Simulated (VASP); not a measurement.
# Si2B3 (P4/mmm) in VASP: further runs, part 2 of 2

VASP 6.6.1.

## 4. Single point, PBE

This run uses another cell than the first one: it holds 10 atoms, not 5.

INCAR reads:

```
PREC = Accurate
ENCUT = 500
EDIFF = 1E-6
ISMEAR = 0
SIGMA = 0.2
LREAL = F
LASPH = T
NELM = 120
ALGO = Normal
ISIF = 2
LWAVE = F
LCHARG = T
GGA = PE
LELF = T
LVHAR = T
NBANDS = 28
GGA_COMPAT = F
```

KPOINTS reads:

```
regular mesh
0
Gamma
  4 4 3
```

POSCAR reads:

```
Si2B3
1.0
    4.5692047523      0.0000000000      0.0000000000
    0.0000000000      4.5692047523      0.0000000000
    0.0000000000      0.0000000000      5.8561975289
Si B
4 6
Direct
    0.2512203464      0.2512203464      0.5000000000
    0.7487796536      0.7487796536      0.5000000000
    0.7487796536      0.2512203464      0.5000000000
    0.2512203464      0.7487796536      0.5000000000
    0.7051943306      0.0000000000      0.0000000000
    0.2948056694      0.0000000000      0.0000000000
    0.0000000000      0.7051943306      0.0000000000
    0.0000000000      0.2948056694      0.0000000000
    0.0000000000      0.0000000000      0.7889502037
    0.0000000000      0.0000000000      0.2110497963
```

Command:

```console
> cat potpaw_PBE.64/Si/POTCAR potpaw_PBE.64/B/POTCAR > POTCAR
> mpirun -np 1 vasp_std > vasp.out
```

Run time: 22 s. Hardware: 1 thread of Intel Xeon 6975P-C (Granite Rapids), shared host; peak memory 0.23 GiB.

Results (log left out):

```
Free energy            : -55.2434 eV
Pressure               : 0.0 GPa
Largest force          : 0.019 eV/Å
Band gap on the k mesh : zero (band 17 reaches 7.11 eV, above the bottom of band 18 at 6.08 eV)
```

Forces on the atoms (eV/Å):
```
Si  -0.014 -0.014  0.000
Si   0.014  0.014  0.000
Si   0.014 -0.014  0.000
Si  -0.014  0.014  0.000
B   -0.003  0.000  0.000
B    0.003  0.000  0.000
B    0.000 -0.003  0.000
B    0.000  0.003  0.000
B    0.000  0.000 -0.014
B    0.000  0.000  0.014
```

Stress tensor (GPa, compression positive):
```
 0.12  0.00  0.00
 0.00  0.12  0.00
 0.00  0.00 -0.15
```

Levels at points of the mesh, in eV from the Fermi level:
| k point | band 14 | band 15 | band 16 | band 17 | band 18 | band 19 | band 20 | band 21 |
| --- | --- | --- | --- | --- | --- | --- | --- | --- |
| (0.00, 0.00, 0.00) | -2.02 | -1.93 | -1.93 | -0.70 | -0.10 | 0.53 | 0.55 | 2.45 |
| (0.50, 0.00, 0.00) | -2.12 | -1.58 | -1.47 | 0.60 | 0.86 | 0.94 | 1.06 | 2.19 |
| (0.50, 0.50, 0.00) | -1.35 | -1.12 | 0.93 | 0.93 | 1.06 | 1.46 | 2.68 | 2.68 |

## 5. Relaxation of cell and atoms, PBE

This run uses another cell than the first one, of 12.99 Å³/atom, 0.941 times its volume.

INCAR reads:

```
SYSTEM = Si2B3
ALGO = Normal ; EDIFF = 1E-7
EDIFFG = -0.08 ; ENCUT = 500
GGA = PE ; GGA_COMPAT = .FALSE.
IBRION = 2 ; ISIF = 3
ISMEAR = 0 ; LASPH = .TRUE.
LCHARG = .FALSE. ; LREAL = .FALSE.
LWAVE = .FALSE. ; NELM = 120
NELMIN = 4 ; NSW = 36
PREC = Accurate ; SIGMA = 0.2
```

KPOINTS reads:

```
k-points
0
G
  4 4 4
  0 0 0
```

POSCAR reads:

```
Si2B3
1.0
    3.9317253400      0.0000000000      0.0000000000
    0.0000000000      3.9317253400      0.0000000000
    0.0000000000      0.0000000000      4.2011769500
Si B
2 3
Direct
    0.5000000000      0.5000000000      0.0000000000
    0.0000000000      0.0000000000      0.0000000000
    0.0000000000      0.5000000000      0.0000000000
    0.5000000000      0.0000000000      0.0000000000
    0.5000000000      0.5000000000      0.5000000000
```

Potentials or basis: VASP PAW PBE potentials, release 64 (Si, B).

Command:

```console
> cat potpaw_PBE.64/Si/POTCAR potpaw_PBE.64/B/POTCAR > POTCAR
> mpirun -np 1 vasp_std > vasp.out
```

OUTCAR:

```text
SYSTEM = Si2B3
   EDIFF = 1E-7
   EDIFFG = -0.08
   ENCUT = 500
   GGA = PE
   IBRION = 2
   ISIF = 3
   ISMEAR = 0
   LASPH = .TRUE.
   LREAL = .FALSE.
   NELM = 120
   NELMIN = 4
   NSW = 36
   PREC = Accurate

 ion  position               nearest neighbor table
   1  0.500  0.500  0.000-   3 1.97   4 1.97   4 1.97   3 1.97   5 2.10   5 2.10   2 2.78   2 2.78
                             2 2.78   2 2.78
   2  0.000  0.000  0.000-   3 1.97   4 1.97   3 1.97   4 1.97   1 2.78   1 2.78   1 2.78   1 2.78

   3  0.000  0.500  0.000-   1 1.97   2 1.97   2 1.97   1 1.97
   4  0.500  0.000  0.000-   1 1.97   2 1.97   1 1.97   2 1.97
   5  0.500  0.500  0.500-   1 2.10   1 2.10

  LATTYP: Found a simple tetragonal cell.
 ALAT       =     3.9317253400
 C/A-ratio  =     1.0685326636

[... 189 lines left out ...]
  Total       11.4880190     11.4880190     -4.3634755      0.0000000      0.0000000      0.0000000
  in kB      283.4121148    283.4121148   -107.6479596      0.0000000      0.0000000      0.0000000
  external PRESSURE =     153.0587567 kB  Pullay stress =       0.0000000 kB
[... 143 lines left out ...]
--------------------------------------- Ionic step        5  -------------------------------------------

 number of electron      17.0000002 magnetization

 Free energy of the ion-electron system (eV)
  ---------------------------------------------------
  ext. energy  EPLUGINS =         0.00000000
  ---------------------------------------------------
  free energy    TOTEN  =       -23.96726211 eV

  energy without entropy =      -23.90860097  energy(sigma->0) =      -23.93793154

 E-fermi :   4.8786     XC(G=0):  -9.8751

 val. band max:        4.8660159941   @ k =   0.5000   0.2500   0.2500
 cond. band min:       4.8921502953   @ k =   0.5000   0.2500   0.0000
 fundamental gap:      0.0261343013
 Fermi energy:         4.8785529570

 k-point     1 :       0.0000    0.0000    0.0000
  band No.  band energies     occupation
      1      -8.1034      2.00000
      2      -1.6943      2.00000
      3      -1.0651      2.00000
      4      -1.0651      2.00000
      5       0.1078      2.00000
      6       0.1168      2.00000
      7       3.8306      2.00000
      8       4.0681      2.00000
      9       4.0681      2.00000
     10       5.6568      0.00000
     11       7.7925      0.00000
     12       8.3414      0.00000
[... 285 lines left out ...]
  FREE ENERGIE OF THE ION-ELECTRON SYSTEM (eV)
  ---------------------------------------------------
  free  energy   TOTEN  =       -23.9672621144 eV

  energy  without entropy=      -23.9086009734  energy(sigma->0) =      -23.93793154

 reached required accuracy - stopping structural energy minimisation
```

OSZICAR:

```text
N       E                     dE             d eps       ncg     rms          rms(c)
DAV:   1     0.411331131555E+02    0.41133E+02   -0.68065E+03   432   0.111E+03
DAV:   2    -0.221721919682E+02   -0.63305E+02   -0.57657E+02   580   0.176E+02
DAV:   3    -0.255328535428E+02   -0.33607E+01   -0.31588E+01   584   0.391E+01
[... 55 lines left out ...]
DAV:   5    -0.239672614534E+02    0.79858E-04   -0.38926E-04   556   0.135E-01    0.226E-02
DAV:   6    -0.239672617899E+02   -0.33659E-06   -0.64328E-05   512   0.559E-02    0.108E-02
DAV:   7    -0.239672620160E+02   -0.22606E-06   -0.62671E-06   524   0.181E-02    0.256E-03
DAV:   8    -0.239672621928E+02   -0.17679E-06   -0.34715E-07   452   0.461E-03    0.147E-03
DAV:   9    -0.239672621144E+02    0.78349E-07   -0.40691E-08   216   0.154E-03
   5 F= -.23967262E+02 E0= -.23937932E+02  d E =-.134667E+00
```

Run time: 27 s. Hardware: 1 thread of Intel Xeon 6975P-C (Granite Rapids), shared host; peak memory 0.16 GiB.

What came out:

| Item | Value |
| --- | --- |
| Free energy | -23.9673 eV |
| Relaxed volume | 13.85 Å³/atom |
| Relaxed cell | a = 4.246 Å, b = 4.246 Å, c = 3.843 Å, α = 90.00°, β = 90.00°, γ = 90.00° |
| Space group after relaxing (to 0.05 Å) | P4/mmm (No. 123) |
| Energy gained by relaxing | 207.9 meV/atom |
| Ionic steps | 5 |
| Pressure after relaxing | -0.4 GPa |

Step by step:
```tsv
step	energy change (eV)	largest force (eV/Å)	pressure (GPa)	volume (Å³)
1	0.0000	0.0000	15.31	64.94
2	-0.8070	0.0000	-8.76	76.76
3	-0.9050	0.0000	-4.45	73.44
4	-1.0289	0.0000	-1.64	70.31
5	-1.0397	0.0000	-0.41	69.27
```

Final structure:
```
Si B
1.0
     4.24575    0.00000    0.00000
     0.00000    4.24575    0.00000
     0.00000    0.00000    3.84252
Si B
2 3
Direct
  0.50000 0.50000 0.00000
  0.00000 0.00000 0.00000
  0.00000 0.50000 0.00000
  0.50000 0.00000 0.00000
  0.50000 0.50000 0.50000
```

Levels at points of the mesh, in eV from the Fermi level:
```tsv
k point	band 6	band 7	band 8	band 9	band 10	band 11
(0.00, 0.00, 0.00)	-4.76	-1.05	-0.81	-0.81	0.78	2.91
(0.50, 0.00, 0.00)	-3.79	-3.37	-0.84	-0.50	1.47	2.64
(0.50, 0.50, 0.00)	-1.60	0.80	0.80	1.58	1.58	1.72
(0.00, 0.00, 0.50)	-4.36	-1.46	-0.26	-0.26	0.06	0.06
(0.50, 0.00, 0.50)	-3.72	-3.54	-2.74	0.40	1.02	1.51
(0.50, 0.50, 0.50)	-2.80	-2.80	-1.12	1.58	1.87	1.96
```

Caveat: the k points lie up to 0.41 Å⁻¹ apart in the final cell; the relaxation stopped at a loose force limit of 0.08 eV/Å, so its end isn't a converged minimum.

## 6. Relaxation of cell and atoms, PBE

This run uses another cell than the first one, of 13.01 Å³/atom, 0.943 times its volume.

INCAR reads:

```
ALGO = Normal
EDIFF = 1E-7
EDIFFG = -0.08
ENCUT = 500
GGA = PE
GGA_COMPAT = False
IBRION = 2
ISIF = 3
ISMEAR = 0
LASPH = True
LCHARG = False
LREAL = False
LWAVE = False
NELM = 120
NELMIN = 4
NSW = 36
PREC = Accurate
SIGMA = 0.2
```

KPOINTS reads:

```
k-points
0
Gamma
  4 4 6
```

POSCAR reads:

```
Si2B3
1.0
    4.7996581600      0.0000000000      0.0000000000
    0.0000000000      4.7996581600      0.0000000000
    0.0000000000      0.0000000000      2.8246426300
Si B
2 3
Direct
    0.0000000000      0.0000000000      0.5000000000
    0.5000000000      0.5000000000      0.0000000000
    0.0000000000      0.5000000000      0.5000000000
    0.5000000000      0.0000000000      0.5000000000
    0.0000000000      0.0000000000      0.0000000000
```

Potentials or basis: VASP PAW PBE potentials, release 64 (Si, B).

Command:

```console
> cat potpaw_PBE.64/Si/POTCAR potpaw_PBE.64/B/POTCAR > POTCAR
> mpirun -np 1 vasp_std > vasp.out
```

It took 64 s on 1 thread of Intel Xeon 6975P-C (Granite Rapids), shared host; peak memory 0.18 GiB.

The run converged. Its results:

* Free energy: -22.4265 eV
* Relaxed volume: 12.68 Å³/atom
* Relaxed cell: a = 4.003 Å, b = 4.003 Å, c = 3.956 Å, α = 90.00°, β = 90.00°, γ = 90.00°
* Space group after relaxing (to 0.05 Å): Pm-3m (No. 221)
* Energy gained by relaxing: 1830.7 meV/atom
* Ionic steps: 12
* Pressure after relaxing: -0.7 GPa

Stress tensor (GPa, compression positive):
```
-0.83  0.00  0.00
 0.00 -0.83  0.00
 0.00  0.00 -0.39
```

Step by step:
| step | energy change (eV) | largest force (eV/Å) | pressure (GPa) | volume (Å³) |
| --- | --- | --- | --- | --- |
| 1 | 0.0000 | 0.0000 | 44.72 | 65.07 |
| 2 | -6.5374 | 0.0000 | -18.81 | 94.25 |
| 3 | -7.9135 | 0.0000 | -12.27 | 80.95 |
| 4 | -7.9178 | 0.0000 | -11.85 | 80.61 |
| 5 | -7.9173 | 0.0000 | -11.23 | 80.13 |
| 6 | -8.7359 | 0.0000 | -5.79 | 69.77 |
| 7 | -8.9767 | 0.0000 | 0.89 | 63.55 |
| 8 | -8.9950 | 0.0000 | 4.94 | 61.05 |
| 9 | -9.1405 | 0.0000 | 2.74 | 61.47 |
| 10 | -9.1431 | 0.0000 | 2.59 | 61.51 |
| 11 | -9.1432 | 0.0000 | 2.56 | 61.52 |
| 12 | -9.1536 | 0.0000 | -0.68 | 63.41 |

Final structure:
```yaml
crystal:
  lattice:
    - [4.00334, 0.00000, 0.00000]
    - [0.00000, 4.00334, 0.00000]
    - [0.00000, 0.00000, 3.95642]
  atoms:
    - { symbol: Si, position: [0.00000, 0.00000, 0.50000] }
    - { symbol: Si, position: [0.50000, 0.50000, 0.00000] }
    - { symbol: B, position: [0.00000, 0.50000, 0.50000] }
    - { symbol: B, position: [0.50000, 0.00000, 0.50000] }
    - { symbol: B, position: [0.00000, 0.00000, 0.00000] }
```

Levels at points of the mesh, in eV from the Fermi level:
```tsv
k point	band 4	band 5	band 6	band 7	band 8	band 9	band 10	band 11	band 12
(0.00, 0.00, 0.00)	-5.40	-5.39	-4.07	-3.98	0.86	0.91	0.91	2.56	2.56
(0.50, 0.00, 0.00)	-4.47	-3.71	-3.45	-2.18	-1.58	-1.45	0.35	2.73	3.72
(0.50, 0.50, 0.00)	-7.77	-3.72	-2.07	0.03	0.03	0.09	0.09	0.44	1.91
(0.00, 0.00, 0.50)	-4.44	-3.83	-3.47	-2.35	-1.53	-1.53	0.29	2.64	2.83
(0.50, 0.00, 0.50)	-7.71	-3.66	-2.23	-0.12	-0.10	-0.08	-0.06	0.27	1.22
(0.50, 0.50, 0.50)	-7.30	-6.12	-4.84	-4.83	-4.83	2.01	2.05	5.39	5.39
```

Caveat: the k points lie up to 0.39 Å⁻¹ apart in the final cell; the relaxation stopped at a loose force limit of 0.08 eV/Å, so its end isn't a converged minimum.

## 7. Overview

| task | cell | k mesh | gap on the mesh (eV) | pressure (GPa) | relaxed volume (Å³/atom) | largest force (eV/Å) |
| --- | --- | --- | --- | --- | --- | --- |
| single point | a = 4.233, b = 4.233, c = 3.851 Å, 5 atoms | 4 × 4 × 4 | none | 0.1 | - | - |
| relaxation of cell and atoms | relaxed from a = 4.034, b = 4.034, c = 3.934 Å, 5 atoms | 4 × 4 × 4 | none | -0.3 | 18.14 | 0.05 |
| single point | a = 4.569, b = 4.569, c = 5.856 Å, 10 atoms | 4 × 4 × 3 | none | 0.0 | - | 0.02 |
| relaxation of cell and atoms | relaxed from a = 3.932, b = 3.932, c = 4.201 Å, 5 atoms | 4 × 4 × 4 | none | -0.4 | 13.85 | - |
| relaxation of cell and atoms | relaxed from a = 4.800, b = 4.800, c = 2.825 Å, 5 atoms | 4 × 4 × 6 | none | -0.7 | - | - |

Alike in all rows: level PBE; potentials or basis VASP PAW PBE potentials, release 64 (Si, B); no spin polarisation; cutoff (eV) 500; smearing gaussian 0.2 eV.

Caveats: some runs use coarse meshes; the relaxation stopped at a loose force limit of 0.08 eV/Å, so its end isn't a converged minimum (some runs); the volume moved by over 15 % at a fixed basis, so the end points are rough (some runs).

Total energies depend on the potentials used, so only differences within one code and one set of settings carry meaning.
